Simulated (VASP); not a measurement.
# B3As4 (I-43d) in VASP: single point with PBE

Aim: the single point of B3As4 with PBE.

Program: VASP 6.6.1. These are calculated values, not measurements. Logs are shortened: lines on timing, memory, paths and dates and some standing lists are left out, and cuts for length are marked.

## 1. The cell of the first run

It takes space group I-43d (No. 220, cubic). The conventional cell has a = 7.601 Å, b = 7.601 Å, c = 7.601 Å, α = 90.00°, β = 90.00°, γ = 90.00°. B (site symmetry -4) has 4 As at 2.06 Å within 2.7 Å. Within 2.7 Å of As (site symmetry 3) lie 3 B at 2.06 Å.

## 2. Single point, PBE

Contents of INCAR:

```
ALGO = Normal
EDIFF = 1E-6
ENCUT = 500
GGA = PE
GGA_COMPAT = F
ISIF = 2
ISMEAR = 0
LASPH = T
LCHARG = F
LREAL = F
LWAVE = F
NBANDS = 42
NELM = 120
PREC = Accurate
SIGMA = 0.2
```

Contents of KPOINTS:

```
k-points
0
Gamma
  3 3 3
```

Contents of POSCAR:

```
B3As4
1.0
   -3.8004180818      3.8004180818      3.8004180818
    3.8004180818     -3.8004180818      3.8004180818
    3.8004180818      3.8004180818     -3.8004180818
B As
6 8
Direct
    0.1250000000      0.8750000000      0.2500000000
    0.2500000000      0.1250000000      0.8750000000
    0.8750000000      0.2500000000      0.1250000000
    0.7500000000      0.3750000000      0.6250000000
    0.6250000000      0.7500000000      0.3750000000
    0.3750000000      0.6250000000      0.7500000000
    0.5000000000      0.0000000000      0.4410363550
    0.0589636450      0.0589636450      0.0589636450
    0.0000000000      0.4410363550      0.5000000000
    0.5000000000      0.0000000000      0.9410363550
    0.5589636450      0.5589636450      0.5589636450
    0.0000000000      0.9410363550      0.5000000000
    0.9410363550      0.5000000000      0.0000000000
    0.4410363550      0.5000000000      0.0000000000
```

Potentials or basis: VASP PAW PBE potentials, release 64 (B, As).

Started as:

```sh
$ cat potpaw_PBE.64/B/POTCAR potpaw_PBE.64/As/POTCAR > POTCAR
$ mpirun -np 1 vasp_std > vasp.out
```

OUTCAR:

```text
EDIFF = 1E-6
   ENCUT = 500
   GGA = PE
   ISIF = 2
   ISMEAR = 0
   LASPH = T
   LREAL = F
   NELM = 120
   PREC = Accurate

 ion  position               nearest neighbor table
   1  0.125  0.875  0.250-   7 2.06   8 2.06  12 2.06  13 2.06
   2  0.250  0.125  0.875-   8 2.06  10 2.06  12 2.06  14 2.06
   3  0.875  0.250  0.125-   8 2.06   9 2.06  10 2.06  13 2.06
   4  0.750  0.375  0.625-   7 2.06   9 2.06  11 2.06  13 2.06
   5  0.625  0.750  0.375-   7 2.06  11 2.06  12 2.06  14 2.06
   6  0.375  0.625  0.750-   9 2.06  10 2.06  11 2.06  14 2.06
   7  0.500  0.000  0.441-   1 2.06   4 2.06   5 2.06
   8  0.059  0.059  0.059-   1 2.06   2 2.06   3 2.06
   9  0.000  0.441  0.500-   3 2.06   4 2.06   6 2.06
  10  0.500  0.000  0.941-   2 2.06   3 2.06   6 2.06
  11  0.559  0.559  0.559-   4 2.06   5 2.06   6 2.06
  12  0.000  0.941  0.500-   1 2.06   2 2.06   5 2.06
  13  0.941  0.500  0.000-   1 2.06   3 2.06   4 2.06
  14  0.441  0.500  0.000-   2 2.06   5 2.06   6 2.06

  LATTYP: Found a body centered cubic cell.
 ALAT       =     7.6008361636

  Lattice vectors:

 A1 = (  -3.8004180818,   3.8004180818,   3.8004180818)
 A2 = (   3.8004180818,  -3.8004180818,   3.8004180818)
 A3 = (   3.8004180818,   3.8004180818,  -3.8004180818)

Analysis of symmetry for initial positions (statically):
=====================================================================
 Subroutine PRICEL returns:
 Original cell was already a primitive cell.

 Routine SETGRP: Setting up the symmetry group for a
 body centered cubic supercell.

 Subroutine GETGRP returns: Found 24 space group operations
 (whereof  3 operations were pure point group operations)
 out of a pool of 48 trial point group operations.

The static configuration has the point symmetry C_3 .
 The point group associated with its full space group is T_d .

Analysis of symmetry for dynamics (positions and initial velocities):
=====================================================================
 Subroutine PRICEL returns:
 Original cell was already a primitive cell.

 Routine SETGRP: Setting up the symmetry group for a
 body centered cubic supercell.

 Subroutine GETGRP returns: Found 24 space group operations
 (whereof  3 operations were pure point group operations)
 out of a pool of 48 trial point group operations.

The dynamic configuration has the point symmetry C_3 .
 The point group associated with its full space group is T_d .

 Subroutine INISYM returns: Found 24 space group operations
 (whereof  3 operations are pure point group operations),
 and found     1 'primitive' translations

----------------------------------------------------------------------------------------

                                     Primitive cell

  volume of cell :     219.5605

  direct lattice vectors                    reciprocal lattice vectors
    -3.800418082  3.800418082  3.800418082     0.000000000  0.131564472  0.131564472
     3.800418082 -3.800418082  3.800418082     0.131564472  0.000000000  0.131564472
     3.800418082  3.800418082 -3.800418082     0.131564472  0.131564472  0.000000000

  length of vectors
     6.582517208  6.582517208  6.582517208     0.186060261  0.186060261  0.186060261

  position of ions in fractional coordinates (direct lattice)
     0.125000000  0.875000000  0.250000000
     0.250000000  0.125000000  0.875000000
     0.875000000  0.250000000  0.125000000
     0.750000000  0.375000000  0.625000000
     0.625000000  0.750000000  0.375000000
     0.375000000  0.625000000  0.750000000
     0.500000000  0.000000000  0.441036355
     0.058963645  0.058963645  0.058963645
     0.000000000  0.441036355  0.500000000
     0.500000000  0.000000000  0.941036355
     0.558963645  0.558963645  0.558963645
     0.000000000  0.941036355  0.500000000
     0.941036355  0.500000000  0.000000000
     0.441036355  0.500000000  0.000000000

  ion indices of the primitive-cell ions
   primitive index   ion index
                 1           1
                 2           2
                 3           3
                 4           4
                 5           5
                 6           6
                 7           7
                 8           8
                 9           9
                10          10
                11          11
                12          12
                13          13
                14          14

----------------------------------------------------------------------------------------

 KPOINTS: k-points

Automatic generation of k-mesh.
 Grid dimensions read from file:
 generate k-points for:    3    3    3

 Generating k-lattice:

  Cartesian coordinates                     Fractional coordinates (reciprocal lattice)
     0.000000000  0.043854824  0.043854824     0.333333333  0.000000000  0.000000000
     0.043854824  0.000000000  0.043854824     0.000000000  0.333333333  0.000000000
     0.043854824  0.043854824  0.000000000     0.000000000  0.000000000  0.333333333

  Length of vectors
     0.062020087  0.062020087  0.062020087

  Shift w.r.t. Gamma in fractional coordinates (k-lattice)
     0.000000000  0.000000000  0.000000000

 Subroutine IBZKPT returns following result:
 ===========================================

 Found      4 irreducible k-points:

 Following reciprocal coordinates:
            Coordinates               Weight
  0.000000  0.000000  0.000000      1.000000
  0.333333  0.000000  0.000000     12.000000
  0.333333  0.333333  0.000000      8.000000
 -0.333333  0.333333  0.333333      6.000000
   k-points           NKPTS =      4   k-points in BZ     NKDIM =      4   number of bands    NBANDS=     42
   number of dos      NEDOS =    301   number of ions     NIONS =     14
   total plane-waves  NPLWV = 110592
   dimension x,y,z NGX =    48 NGY =   48 NGZ =   48
   dimension x,y,z NGXF=    96 NGYF=   96 NGZF=   96
   ions per type =               6   8
   NGX,Y,Z   is equivalent  to a cutoff of  12.12, 12.12, 12.12 a.u.
   NGXF,Y,Z  is equivalent  to a cutoff of  24.25, 24.25, 24.25 a.u.
 SYSTEM =  unknown system
   PREC   = accura    normal or accurate (medium, high low for compatibility)
   ISTART =      0    job   : 0-new  1-cont  2-samecut
   ICHARG =      2    charge: 1-file 2-atom 10-const
   ISPIN  =      1    spin polarized calculation?
   LNONCOLLINEAR =      F non collinear calculations
   LSORBIT =      F    spin-orbit coupling
   LASPH  =      T    aspherical Exc in radial PAW
   ENCUT  =  500.0 eV  36.75 Ry    6.06 a.u.  12.00 12.00 12.00*2*pi/ulx,y,z
   NELM   =    120;   NELMIN=  2; NELMDL= -5     # of ELM steps
   EDIFF  = 0.1E-05   stopping-criterion for ELM
   LREAL  =      F    real-space projection
   EDIFFG = 0.1E-04   stopping-criterion for IOM
   NSW    =      0    number of steps for IOM
   IBRION =     -1    ionic relax: 0-MD 1-quasi-New 2-CG
   NFREE  =      0    steps in history (QN), initial steepest desc. (CG)
   ISIF   =      2    stress and relaxation
   ISYM   =      2    0-nonsym 1-usesym 2-fastsym
   POTIM  = 0.5000    time-step for ionic-motion
   TEBEG  =    0.0;   TEEND  =   0.0 temperature during run
   PSTRESS=    0.0 pullay stress
   NELECT =      58.0000    total number of electrons
   NUPDOWN=      -1.0000    fix difference up-down
   EMIN   =  10.00;   EMAX   =-10.00  energy-range for DOS
   EFERMI =   0.00;   METHOD = LEGACY
   ISMEAR =     0;   SIGMA  =   0.20  broadening in eV -4-tet -1-fermi 0-gaus
   EFERMI_NEDOS =   21; number of points for ismear=-14 and -15
   IALGO  =     38    algorithm
   IMIX   =      4    mixing-type and parameters
     AMIX     =   0.40;   BMIX     =  1.00
     AMIX_MAG =   1.60;   BMIX_MAG =  1.00
  volume/ion in A,a.u.               =      15.68       105.83
  Fermi-wavevector in a.u.,A,eV,Ry     =   1.050428  1.985020 15.012643  1.103398
  Thomas-Fermi vector in A             =   2.185430
   LORBIT       =      0    0 simple, 1 ext, 2 COOP (PROOUT), +10 PAW based schemes
   GGA     = PE    functional components
   LHFCALC =     F    Hartree Fock is set to
   AEXX    =    0.0000 exact exchange contribution
   IVDW    =     0    specifies the selected vdW correction
   LEPSILON=     F    determine dielectric tensor
   LRPA    =     F    only Hartree local field effects (RPA)
 non-spin polarized calculation
 Gauss-broadening in eV      SIGMA  =   0.20
  energy-cutoff  :      500.00
  volume of cell :      219.56
 maximum number of plane-waves:      5598
   NGX = 25   NGY = 25   NGZ = 25

 number of electron      58.0000000 magnetization

 Free energy of the ion-electron system (eV)
  ---------------------------------------------------
  ext. energy  EPLUGINS =         0.00000000
  ---------------------------------------------------
  free energy    TOTEN  =       -73.97492248 eV

  energy without entropy =      -73.90336533  energy(sigma->0) =      -73.93914390

 E-fermi :   5.4868     XC(G=0): -10.2125

 val. band max:        5.2768804056   @ k =  -0.3333   0.3333   0.3333
 cond. band min:       5.6208916601   @ k =   0.3333   0.3333   0.0000
 fundamental gap:      0.3440112545
 Fermi energy:         5.4868464707

 k-point     1 :       0.0000    0.0000    0.0000
  band No.  band energies     occupation
      1      -9.6242      2.00000
      2      -6.9312      2.00000
      3      -6.9312      2.00000
      4      -6.9312      2.00000
      5      -6.1757      2.00000
      6      -6.1757      2.00000
[... 33 lines left out ...]
     40       8.6844      0.00000
     41       8.6844      0.00000

 k-point     2 :       0.3333    0.0000    0.0000
  band No.  band energies     occupation
      1      -9.1620      2.00000
      2      -7.8910      2.00000
      3      -7.1429      2.00000
      4      -7.1225      2.00000
      5      -6.4041      2.00000
      6      -6.3059      2.00000
[... 33 lines left out ...]
     40       9.2037      0.00000
     41      10.0551      0.00000

 k-point     3 :       0.3333    0.3333    0.0000
  band No.  band energies     occupation
      1      -8.2981      2.00000
      2      -8.2981      2.00000
      3      -8.2615      2.00000
      4      -7.2456      2.00000
      5      -6.0203      2.00000
      6      -6.0203      2.00000
[... 33 lines left out ...]
     40       9.7141      0.00000
     41       9.7141      0.00000

 k-point     4 :      -0.3333    0.3333    0.3333
  band No.  band energies     occupation
      1      -8.7074      2.00000
      2      -7.5630      2.00000
      3      -7.4843      2.00000
      4      -7.4843      2.00000
      5      -7.3255      2.00000
      6      -6.3597      2.00000
[... 33 lines left out ...]
     40      10.2615      0.00000
     41      10.3854      0.00000
 [bands above 41 left out]

------------------------ aborting loop because EDIFF is reached ----------------------------------------

  FORCE on cell =-STRESS in cart. coord.  units (eV):
  Direction    XX          YY          ZZ          XY          YZ          ZX
  --------------------------------------------------------------------------------------
  -------------------------------------------------------------------------------------
  Total       -0.2756248     -0.2756248     -0.2756248      0.0000000      0.0000000     -0.0000000
  in kB       -2.0112902     -2.0112902     -2.0112902      0.0000000      0.0000000     -0.0000000
  external PRESSURE =      -2.0112902 kB  Pullay stress =       0.0000000 kB

 VOLUME and BASIS-vectors are now :
 -----------------------------------------------------------------------------
  energy-cutoff  :      500.00
  volume of cell :      219.56
      direct lattice vectors                 reciprocal lattice vectors
    -3.800418082  3.800418082  3.800418082     0.000000000  0.131564472  0.131564472
     3.800418082 -3.800418082  3.800418082     0.131564472  0.000000000  0.131564472
     3.800418082  3.800418082 -3.800418082     0.131564472  0.131564472  0.000000000

 POSITION                                       TOTAL-FORCE (eV/Angst)
 -----------------------------------------------------------------------------------
      3.80042     -1.90021      2.85031        -0.000000      0.000000      0.000000
      2.85031      3.80042     -1.90021        -0.000000      0.000000      0.000000
     -1.90021      2.85031      3.80042        -0.000000      0.000000      0.000000
      0.95010      3.80042      1.90021        -0.000000      0.000000      0.000000
      1.90021      0.95010      3.80042        -0.000000      0.000000      0.000000
      3.80042      1.90021      0.95010        -0.000000      0.000000      0.000000
     -0.22409      3.57633      0.22409        -0.000893     -0.000893      0.000893
      0.22409      0.22409      0.22409         0.000893      0.000893      0.000893
      3.57633      0.22409     -0.22409        -0.000893      0.000893     -0.000893
      1.67612      5.47654     -1.67612        -0.000893     -0.000893      0.000893
      2.12430      2.12430      2.12430         0.000893      0.000893      0.000893
      5.47654     -1.67612      1.67612        -0.000893      0.000893     -0.000893
     -1.67612      1.67612      5.47654         0.000893     -0.000893     -0.000893
      0.22409     -0.22409      3.57633         0.000893     -0.000893     -0.000893
 -----------------------------------------------------------------------------------
    total drift:                                0.000001      0.000001      0.000001

  FREE ENERGIE OF THE ION-ELECTRON SYSTEM (eV)
  ---------------------------------------------------
  free  energy   TOTEN  =       -73.9749224791 eV

  energy  without entropy=      -73.9033653278  energy(sigma->0) =      -73.93914390
```

Run time: 37 s. Hardware: 1 thread of Intel Xeon Platinum 8375C at 2.90GHz (Ice Lake), shared host; peak memory 0.32 GiB.

What came out:

```
Free energy            : -73.9749 eV
Pressure               : -0.2 GPa
Band gap on the k mesh : zero (bands 29 and 30 overlap by 1.41 eV)
```

Caveat: the k points lie up to 0.39 Å⁻¹ apart, too coarse for converged energies and pressures of a metal.

The gap in the log of VASP goes by the Fermi energy; the results here count the filled bands.